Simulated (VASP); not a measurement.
# C in VASP: single point with PBE+D3(BJ)

Aim: the single point of C with PBE+D3(BJ).

All numbers are computed with VASP 6.6.1; they aren't measurements. Logs are shortened: lines on timing, memory, paths and dates and some standing lists are left out, and cuts for length are marked.

## Step 1: The cell of the first run

The cell holds a slab with vacuum, 4 atoms: a = 2.465 Å, b = 2.465 Å, c = 23.922 Å, α = 90.00°, β = 90.00°, γ = 120.00°.

## Step 2: Single point, PBE+D3(BJ) (atom 1 (C) moved +0.160 Å along Cartesian [1 1 0])

File INCAR:

```
SYSTEM = C
ALGO = Normal ; EDIFF = 1E-6
ENCUT = 600 ; GGA = PE
GGA_COMPAT = .False. ; ISIF = 2
ISMEAR = 0 ; IVDW = 12
LASPH = .True. ; LCHARG = .True.
LELF = .True. ; LREAL = .False.
LVHAR = .True. ; LWAVE = .False.
NBANDS = 16 ; NELM = 120
PREC = Accurate ; SIGMA = 0.15
```

File KPOINTS:

```
k-points
0
Gamma
  24 24 2
  0 0 0
```

File POSCAR:

```
C
1.0
    2.4652678561      0.0000000000      0.0000000000
   -1.2326339280      2.1349845905      0.0000000000
    0.0000000000      0.0000000000     23.9222939139
C
4
Direct
    0.0723884064      0.0529919914      0.5711557753
    0.0000000000      0.0000000000      0.4288442247
    0.3333333333      0.6666666667      0.4288237756
    0.6666666667      0.3333333333      0.5711762244
```

Potentials or basis: VASP PAW PBE potentials, release 64 (C).

The run is started by

```bash
> cat potpaw_PBE.64/C/POTCAR > POTCAR
> mpirun -np 1 vasp_std > vasp.out
```

OUTCAR:

```text
SYSTEM = C
   EDIFF = 1E-6
   ENCUT = 600
   GGA = PE
   ISIF = 2
   ISMEAR = 0
   IVDW = 12
   LASPH = .True.
   LREAL = .False.
   NELM = 120
   PREC = Accurate
 IVDW          = 12

 ion  position               nearest neighbor table
   1  0.072  0.053  0.571-   4 1.27   4 1.47   4 1.54
   2  0.000  0.000  0.429-   3 1.42   3 1.42   3 1.42
   3  0.333  0.667  0.429-   2 1.42   2 1.42   2 1.42
   4  0.667  0.333  0.571-   1 1.27   1 1.47   1 1.54

  LATTYP: Found a hexagonal cell.
 ALAT       =     2.4652678561
 C/A-ratio  =     9.7037301057

  Lattice vectors:

 A1 = (   2.4652678561,   0.0000000000,   0.0000000000)
 A2 = (  -1.2326339280,   2.1349845905,   0.0000000000)
 A3 = (   0.0000000000,   0.0000000000,  23.9222939139)

Analysis of symmetry for initial positions (statically):
=====================================================================
 Subroutine PRICEL returns:
 Original cell was already a primitive cell.

 Routine SETGRP: Setting up the symmetry group for a
 hexagonal supercell.

 Subroutine GETGRP returns: Found  1 space group operations
 (whereof  1 operations were pure point group operations)
 out of a pool of 24 trial point group operations.

The static configuration has the point symmetry C_1 .

Analysis of symmetry for dynamics (positions and initial velocities):
=====================================================================
 Subroutine PRICEL returns:
 Original cell was already a primitive cell.

 Routine SETGRP: Setting up the symmetry group for a
 hexagonal supercell.

 Subroutine GETGRP returns: Found  1 space group operations
 (whereof  1 operations were pure point group operations)
 out of a pool of 24 trial point group operations.

The dynamic configuration has the point symmetry C_1 .

 Subroutine INISYM returns: Found  1 space group operations
 (whereof  1 operations are pure point group operations),
 and found     1 'primitive' translations

----------------------------------------------------------------------------------------

                                     Primitive cell

  volume of cell :     125.9104

  direct lattice vectors                    reciprocal lattice vectors
     2.465267856  0.000000000  0.000000000     0.405635435  0.234193728  0.000000000
    -1.232633928  2.134984590  0.000000000     0.000000000  0.468387456  0.000000000
[... 82 lines left out ...]
   ICHARG =      2    charge: 1-file 2-atom 10-const
   ISPIN  =      1    spin polarized calculation?
   LNONCOLLINEAR =      F non collinear calculations
   LSORBIT =      F    spin-orbit coupling
   LASPH  =      T    aspherical Exc in radial PAW
   ENCUT  =  600.0 eV  44.10 Ry    6.64 a.u.   4.92  4.92 47.78*2*pi/ulx,y,z
   NELM   =    120;   NELMIN=  2; NELMDL= -5     # of ELM steps
   EDIFF  = 0.1E-05   stopping-criterion for ELM
   LREAL  =      F    real-space projection
[... 7 lines left out ...]
   TEBEG  =    0.0;   TEEND  =   0.0 temperature during run
   PSTRESS=    0.0 pullay stress
   NELECT =      16.0000    total number of electrons
   NUPDOWN=      -1.0000    fix difference up-down
   EMIN   =  10.00;   EMAX   =-10.00  energy-range for DOS
   EFERMI =   0.00;   METHOD = LEGACY
   ISMEAR =     0;   SIGMA  =   0.15  broadening in eV -4-tet -1-fermi 0-gaus
   EFERMI_NEDOS =   21; number of points for ismear=-14 and -15
   IALGO  =     38    algorithm
   IMIX   =      4    mixing-type and parameters
     AMIX     =   0.40;   BMIX     =  1.00
     AMIX_MAG =   1.60;   BMIX_MAG =  1.00
  volume/ion in A,a.u.               =      31.48       212.42
  Fermi-wavevector in a.u.,A,eV,Ry     =   0.823053  1.555344  9.216799  0.677416
  Thomas-Fermi vector in A             =   1.934495
   LORBIT       =      0    0 simple, 1 ext, 2 COOP (PROOUT), +10 PAW based schemes
   GGA     = PE    functional components
   LHFCALC =     F    Hartree Fock is set to
   AEXX    =    0.0000 exact exchange contribution
   IVDW    =    12    specifies the selected vdW correction
   LEPSILON=     F    determine dielectric tensor
   LRPA    =     F    only Hartree local field effects (RPA)
 non-spin polarized calculation
 Gauss-broadening in eV      SIGMA  =   0.15
  energy-cutoff  :      600.00
  volume of cell :      125.91
 maximum number of plane-waves:      4281
   NGX =  9   NGY =  9   NGZ = 95

 number of electron      16.0000000 magnetization

 Free energy of the ion-electron system (eV)
  ---------------------------------------------------
  ext. energy  EPLUGINS =         0.00000000
  ---------------------------------------------------
  free energy    TOTEN  =       -36.13440823 eV

  energy without entropy =      -36.13344453  energy(sigma->0) =      -36.13392638

 E-fermi :  -1.8769     XC(G=0):  -3.2861

 val. band max:       -2.1403436274   @ k =   0.3750   0.2500   0.5000
 cond. band min:      -1.8273170171   @ k =   0.3333   0.3333   0.5000
 fundamental gap:      0.3130266102
 Fermi energy:        -1.8769247942

 k-point     1 :       0.0000    0.0000    0.0000
  band No.  band energies     occupation
      1     -21.3705      2.00000
      2     -21.1712      2.00000
      3      -9.8285      2.00000
      4      -8.9263      2.00000
      5      -6.8293      2.00000
      6      -4.8593      2.00000
[... 433 lines left out ...]
      3     -11.4556      2.00000
      4     -10.9468      2.00000
      5      -7.8996      2.00000
      6      -7.6035      2.00000
[... 8 lines left out ...]
     15       6.2072      0.00000
     16       6.9391      0.00000

 [... further k-points ...]

------------------------ aborting loop because EDIFF is reached ----------------------------------------

 Edisp (eV)   -0.47458

 E8    (eV) :    -0.1419

  FORCE on cell =-STRESS in cart. coord.  units (eV):
  Direction    XX          YY          ZZ          XY          YZ          ZX
  --------------------------------------------------------------------------------------
  -------------------------------------------------------------------------------------
  Total       3.76320     0.67942    -0.05880     1.84560     0.00794     0.02145
  in kB      47.88574     8.64549    -0.74823    23.48479     0.10108     0.27290
  external pressure =       18.59 kB  Pullay stress =        0.00 kB

 VOLUME and BASIS-vectors are now :
 -----------------------------------------------------------------------------
  energy-cutoff  :      600.00
  volume of cell :      125.91
      direct lattice vectors                 reciprocal lattice vectors
     2.465267856  0.000000000  0.000000000     0.405635435  0.234193728  0.000000000
    -1.232633928  2.134984590  0.000000000     0.000000000  0.468387456  0.000000000
     0.000000000  0.000000000 23.922293914     0.000000000  0.000000000  0.041802011

 POSITION                                       TOTAL-FORCE (eV/Angst)
 -----------------------------------------------------------------------------------
      0.11314      0.11314     13.66336        -7.848425     -6.112694      0.006767
      0.00000      0.00000     10.25894        -0.006738     -0.003911     -0.006129
     -0.00000      1.42332     10.25845         0.001518      0.002437      0.000969
      1.23263      0.71166     13.66385         7.853645      6.114168     -0.001606
 -----------------------------------------------------------------------------------
    total drift:                                0.000120      0.000035      0.000020

  FREE ENERGIE OF THE ION-ELECTRON SYSTEM (eV)
  ---------------------------------------------------
  free  energy   TOTEN  =       -36.6089856131 eV

  energy  without entropy=      -36.6080219206  energy(sigma->0) =      -36.60850377
```

stdout:

```text
POSCAR found type information on POSCAR C
 POSCAR found :  1 types and       4 ions
 scaLAPACK will be used
 LDA part: xc-table for (Slater+PW92), standard interpolation
 POSCAR, INCAR and KPOINTS ok, starting setup
 FFT: planning ... GRIDC
 FFT: planning ... GRID_SOFT
 FFT: planning ... GRID
 WAVECAR not read
 entering main loop
```

Run time: 35 min. Hardware: 1 thread of Intel Xeon 6975P-C (Granite Rapids), shared host; peak memory 1.1 GiB.

Results:

- Free energy: -36.6090 eV
- Largest force: 9.953 eV/Å
- Band gap on the k mesh: zero (filled and empty bands touch)
- Dispersion energy per atom: -0.119 eV

Forces on the atoms (eV/Å):
```
C   -7.848 -6.113  0.007
C   -0.007 -0.004 -0.006
C    0.002  0.002  0.001
C    7.854  6.114 -0.002
```

Caveat: the cell differs from its parent crystal (atom 1 (C) moved +0.160 Å along Cartesian [1 1 0]); there is no dipole correction, which matters where the two faces differ.

The gap in the log of VASP goes by the Fermi energy; the results here count the filled bands.